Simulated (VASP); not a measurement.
# CuO (P1) in VASP: settings compared, part 3 of 3

VASP 6.6.1.

## (5) Single point, RPBE

This run uses another cell than the first one, of 9.29 Å³/atom.

Input file INCAR:

```
PREC = Accurate ; ENCUT = 820
EDIFF = 1E-6 ; ISMEAR = -1
SIGMA = 0.05 ; LREAL = F
LASPH = T ; NELM = 120
ALGO = Normal ; ISIF = 2
LWAVE = F ; LCHARG = F
GGA = RP ; NBANDS = 20
GGA_COMPAT = F
```

Input file KPOINTS:

```
Automatic mesh
0
Gamma
  11 11 11
```

Input file POSCAR:

```
CuO
1.0
    0.0000000000      2.1023544713      2.1023544713
    2.1023544713      0.0000000000      2.1023544713
    2.1023544713      2.1023544713      0.0000000000
Cu O
1 1
Direct
    0.0294977200      0.0281008700      0.9080259900
    0.4705022800      0.4718991300      0.5919740100
```

Potentials or basis: VASP PAW PBE potentials, release 64 (Cu_sv_GW, O).

Launch:

```
> cat potpaw_PBE.64/Cu_sv_GW/POTCAR potpaw_PBE.64/O/POTCAR > POTCAR
> mpirun -np 1 vasp_std > vasp.out
```

OUTCAR:

```text
PREC = Accurate
   ENCUT = 820
   EDIFF = 1E-6
   ISMEAR = -1
   LREAL = F
   LASPH = T
   NELM = 120
   ISIF = 2
   GGA = RP

 ion  position               nearest neighbor table
   1  0.029  0.028  0.908-   2 1.87   2 1.87   2 1.90
   2  0.471  0.472  0.592-   1 1.87   1 1.87   1 1.90

  LATTYP: Found a face centered cubic cell.
 ALAT       =     4.2047089426

  Lattice vectors:

 A1 = (   0.0000000000,   2.1023544713,   2.1023544713)
 A2 = (   2.1023544713,   0.0000000000,   2.1023544713)
 A3 = (   2.1023544713,   2.1023544713,   0.0000000000)

Analysis of symmetry for initial positions (statically):
=====================================================================
 Subroutine PRICEL returns:
 Original cell was already a primitive cell.

 Routine SETGRP: Setting up the symmetry group for a
 face centered cubic supercell.

 Subroutine GETGRP returns: Found  1 space group operations
 (whereof  1 operations were pure point group operations)
 out of a pool of 48 trial point group operations.

The static configuration has the point symmetry C_1 .

Analysis of symmetry for dynamics (positions and initial velocities):
=====================================================================
 Subroutine PRICEL returns:
 Original cell was already a primitive cell.

 Routine SETGRP: Setting up the symmetry group for a
 face centered cubic supercell.

 Subroutine GETGRP returns: Found  1 space group operations
 (whereof  1 operations were pure point group operations)
 out of a pool of 48 trial point group operations.

The dynamic configuration has the point symmetry C_1 .

 Subroutine INISYM returns: Found  1 space group operations
 (whereof  1 operations are pure point group operations),
 and found     1 'primitive' translations

----------------------------------------------------------------------------------------

                                     Primitive cell

  volume of cell :      18.5844

  direct lattice vectors                    reciprocal lattice vectors
     0.000000000  2.102354471  2.102354471    -0.237828590  0.237828590  0.237828590
     2.102354471  0.000000000  2.102354471     0.237828590 -0.237828590  0.237828590
     2.102354471  2.102354471  0.000000000     0.237828590  0.237828590 -0.237828590

  length of vectors
     2.973178206  2.973178206  2.973178206     0.411931202  0.411931202  0.411931202

  position of ions in fractional coordinates (direct lattice)
     0.029497720  0.028100870  0.908025990
     0.470502280  0.471899130  0.591974010

  ion indices of the primitive-cell ions
   primitive index   ion index
                 1           1
                 2           2

----------------------------------------------------------------------------------------

 KPOINTS: Automatic mesh

Automatic generation of k-mesh.
 Grid dimensions read from file:
 generate k-points for:   11   11   11

 Generating k-lattice:

  Cartesian coordinates                     Fractional coordinates (reciprocal lattice)
    -0.021620781  0.021620781  0.021620781     0.090909091  0.000000000  0.000000000
     0.021620781 -0.021620781  0.021620781     0.000000000  0.090909091  0.000000000
     0.021620781  0.021620781 -0.021620781     0.000000000  0.000000000  0.090909091

  Length of vectors
     0.037448291  0.037448291  0.037448291

  Shift w.r.t. Gamma in fractional coordinates (k-lattice)
     0.000000000  0.000000000  0.000000000

 Subroutine IBZKPT returns following result:
 ===========================================

 Found    666 irreducible k-points:

 Following reciprocal coordinates:
            Coordinates               Weight
  0.000000  0.000000  0.000000      1.000000
  0.090909  0.000000  0.000000      2.000000
  0.000000  0.090909  0.000000      2.000000
  0.000000  0.000000  0.090909      2.000000
  0.090909  0.090909  0.090909      2.000000
  0.181818  0.000000  0.000000      2.000000
[... 16 lines left out ...]
  0.000000  0.090909  0.090909      2.000000
  0.090909  0.000000  0.090909      2.000000
 [... further k-points ...]
   k-points           NKPTS =    666   k-points in BZ     NKDIM =    666   number of bands    NBANDS=     20
   number of dos      NEDOS =    301   number of ions     NIONS =      2
   total plane-waves  NPLWV =  21952
   dimension x,y,z NGX =    28 NGY =   28 NGZ =   28
   dimension x,y,z NGXF=    56 NGYF=   56 NGZF=   56
   ions per type =               1   1
   NGX,Y,Z   is equivalent  to a cutoff of  15.66, 15.66, 15.66 a.u.
   NGXF,Y,Z  is equivalent  to a cutoff of  31.31, 31.31, 31.31 a.u.
 SYSTEM =  unknown system
   PREC   = accura    normal or accurate (medium, high low for compatibility)
   ISTART =      0    job   : 0-new  1-cont  2-samecut
   ICHARG =      2    charge: 1-file 2-atom 10-const
   ISPIN  =      1    spin polarized calculation?
   LNONCOLLINEAR =      F non collinear calculations
   LSORBIT =      F    spin-orbit coupling
   LASPH  =      T    aspherical Exc in radial PAW
   ENCUT  =  820.0 eV  60.27 Ry    7.76 a.u.   6.94  6.94  6.94*2*pi/ulx,y,z
   NELM   =    120;   NELMIN=  2; NELMDL= -5     # of ELM steps
   EDIFF  = 0.1E-05   stopping-criterion for ELM
   LREAL  =      F    real-space projection
   EDIFFG = 0.1E-04   stopping-criterion for IOM
   NSW    =      0    number of steps for IOM
   IBRION =     -1    ionic relax: 0-MD 1-quasi-New 2-CG
   NFREE  =      0    steps in history (QN), initial steepest desc. (CG)
   ISIF   =      2    stress and relaxation
   ISYM   =      2    0-nonsym 1-usesym 2-fastsym
   POTIM  = 0.5000    time-step for ionic-motion
   TEBEG  =    0.0;   TEEND  =   0.0 temperature during run
   PSTRESS=    0.0 pullay stress
   NELECT =      25.0000    total number of electrons
   NUPDOWN=      -1.0000    fix difference up-down
   EMIN   =  10.00;   EMAX   =-10.00  energy-range for DOS
   EFERMI =   0.00;   METHOD = LEGACY
   ISMEAR =    -1;   SIGMA  =   0.05  broadening in eV -4-tet -1-fermi 0-gaus
   EFERMI_NEDOS =   21; number of points for ismear=-14 and -15
   IALGO  =     38    algorithm
   IMIX   =      4    mixing-type and parameters
     AMIX     =   0.40;   BMIX     =  1.00
     AMIX_MAG =   1.60;   BMIX_MAG =  1.00
  volume/ion in A,a.u.               =       9.29        62.71
  Fermi-wavevector in a.u.,A,eV,Ry     =   1.807197  3.415108 44.436110  3.265962
  Thomas-Fermi vector in A             =   2.866531
   LORBIT       =      0    0 simple, 1 ext, 2 COOP (PROOUT), +10 PAW based schemes
   GGA     = RP    functional components
   LHFCALC =     F    Hartree Fock is set to
   AEXX    =    0.0000 exact exchange contribution
   IVDW    =     0    specifies the selected vdW correction
   LEPSILON=     F    determine dielectric tensor
   LRPA    =     F    only Hartree local field effects (RPA)
 non-spin polarized calculation
  energy-cutoff  :      820.00
  volume of cell :       18.58
 maximum number of plane-waves:      1006
   NGX = 13   NGY = 13   NGZ = 13

 number of electron      25.0000001 magnetization

 Free energy of the ion-electron system (eV)
  ---------------------------------------------------
  ext. energy  EPLUGINS =         0.00000000
  ---------------------------------------------------
  free energy    TOTEN  =        -8.20305501 eV

  energy without entropy =       -8.18302741  energy(sigma->0) =       -8.19304121

 E-fermi :   6.6510     XC(G=0): -12.6532

 val. band max:        6.6470919993   @ k =  -0.1818   0.0909  -0.0909
 cond. band min:       6.6525137228   @ k =  -0.0909  -0.1818   0.2727
 fundamental gap:      0.0054217235
 Fermi energy:         6.6509693335

 k-point     1 :       0.0000    0.0000    0.0000
  band No.  band energies     occupation
      1    -105.8192      2.00000
      2     -63.1808      2.00000
      3     -63.1605      2.00000
      4     -63.0280      2.00000
      5     -13.3852      2.00000
      6       1.9351      2.00000
[... 12 lines left out ...]
     19      28.9333      0.00000
     20      28.9665      0.00000

 k-point     2 :       0.0909    0.0000    0.0000
  band No.  band energies     occupation
      1    -105.8191      2.00000
      2     -63.1818      2.00000
      3     -63.1610      2.00000
      4     -63.0283      2.00000
      5     -13.3001      2.00000
      6       1.6054      2.00000
[... 498 lines left out ...]
 k-point    24 :       0.0909    0.0000    0.0909
  band No.  band energies     occupation
      1    -105.8189      2.00000
      2     -63.1816      2.00000
      3     -63.1611      2.00000
      4     -63.0287      2.00000
      5     -13.2731      2.00000
      6       1.5561      2.00000
[... 12 lines left out ...]
     19      28.4431      0.00000
     20      30.1652      0.00000

 [... further k-points ...]

------------------------ aborting loop because EDIFF is reached ----------------------------------------

  FORCE on cell =-STRESS in cart. coord.  units (eV):
  Direction    XX          YY          ZZ          XY          YZ          ZX
  --------------------------------------------------------------------------------------
  -------------------------------------------------------------------------------------
  Total        3.4976526      3.3872083      3.0354861     -0.6388197      0.5131446      0.5397800
  in kB      301.5361839    292.0146619    261.6923409    -55.0732964     44.2387159     46.5349795
  external PRESSURE =     285.0810622 kB  Pullay stress =       0.0000000 kB

 VOLUME and BASIS-vectors are now :
 -----------------------------------------------------------------------------
  energy-cutoff  :      820.00
  volume of cell :       18.58
      direct lattice vectors                 reciprocal lattice vectors
     0.000000000  2.102354471  2.102354471    -0.237828590  0.237828590  0.237828590
     2.102354471  0.000000000  2.102354471     0.237828590 -0.237828590  0.237828590
     2.102354471  2.102354471  0.000000000     0.237828590  0.237828590 -0.237828590

 POSITION                                       TOTAL-FORCE (eV/Angst)
 -----------------------------------------------------------------------------------
      1.96807      1.97101      0.12109         0.787977      0.724383     -0.530924
      2.23664      2.23370      1.98126        -0.787977     -0.724383      0.530924
 -----------------------------------------------------------------------------------
    total drift:                               -0.001144     -0.001076      0.001366

  FREE ENERGIE OF THE ION-ELECTRON SYSTEM (eV)
  ---------------------------------------------------
  free  energy   TOTEN  =        -8.2030550083 eV

  energy  without entropy=       -8.1830274134  energy(sigma->0) =       -8.19304121
```

Wall time 8.4 min (1 thread of Intel Xeon Platinum 8375C at 2.90GHz (Ice Lake), shared host); peak memory 0.64 GiB.

What came out:

```
Free energy            : -8.2031 eV
Pressure               : 28.5 GPa
Largest force          : 1.195 eV/Å
Band gap on the k mesh : zero (an odd number of electrons rules out a gap without spin polarisation)
```

Forces in eV/Å, atoms in the order of the input:
```
Cu   0.788  0.724 -0.531
O   -0.788 -0.724  0.531
```

Stress tensor (GPa, compression positive):
```
30.15 -5.51  4.65
-5.51 29.20  4.42
 4.65  4.42 26.17
```

Levels at points of the mesh, in eV from the Fermi level:
```csv
k point,band 10,band 11,band 12,band 13,band 14,band 15,band 16,band 17
"(0.00, 0.00, 0.00)",-2.53,-0.57,-0.24,-0.21,1.56,17.04,18.28,18.40
```

Caveat: the cell stands under pressure; the PAW data sets were made with another functional, which shifts forces and pressure a little; an odd number of electrons without spin polarisation forces a metal; a magnetic or distorted state may lie lower; semilocal functionals often make such compounds metallic where correlation or magnetic order opens a gap, which also shifts bond lengths. With open d or f shells a metallic result of RPBE can be an artefact of self-interaction; +U or a hybrid may open a gap.

## (6) The runs side by side

| task | level | potentials or basis | cell | k mesh | cutoff (eV) | gap on the mesh (eV) | pressure (GPa) | relaxed volume (Å³/atom) |
| --- | --- | --- | --- | --- | --- | --- | --- | --- |
| relaxation of cell and atoms | PBE | VASP PAW PBE potentials, release 64 (Cu, O) | relaxed from a = 2.993 Å, angles 60.0°, 2 atoms | 9 × 9 × 9 | 600 | none | 0.0 | 9.56 |
| relaxation of cell and atoms | PBEsol | VASP PAW PBE potentials, release 64 (Cu, O) | relaxed from a = 2.993 Å, angles 60.0°, 2 atoms | 9 × 9 × 9 | 600 | none | 0.0 | 9.10 |
| relaxation of cell and atoms | LDA | VASP PAW LDA potentials, release 64 (Cu, O) | relaxed from a = 2.993 Å, angles 60.0°, 2 atoms | 9 × 9 × 9 | 600 | none | 0.0 | 8.78 |
| single point | RPBE | VASP PAW PBE potentials, release 64 (Cu_sv_GW, O) | a = 2.973 Å, angles 60.0°, 2 atoms | 11 × 11 × 11 | 820 | none | 28.5 | - |

Alike in all rows: no spin polarisation; smearing fermi-dirac 0.05 eV.

Caveats: an odd number of electrons without spin polarisation forces a metal; a magnetic or distorted state may lie lower; semilocal functionals often make such compounds metallic where correlation or magnetic order opens a gap, which also shifts bond lengths; the PAW data sets were made with another functional, which shifts forces and pressure a little (at least some runs); the cell stands under pressure (at least some runs).

Total energies depend on the potentials used, so only differences within one code and one set of settings carry meaning.

The gap in the log of VASP goes by the Fermi energy; the results here count the filled bands.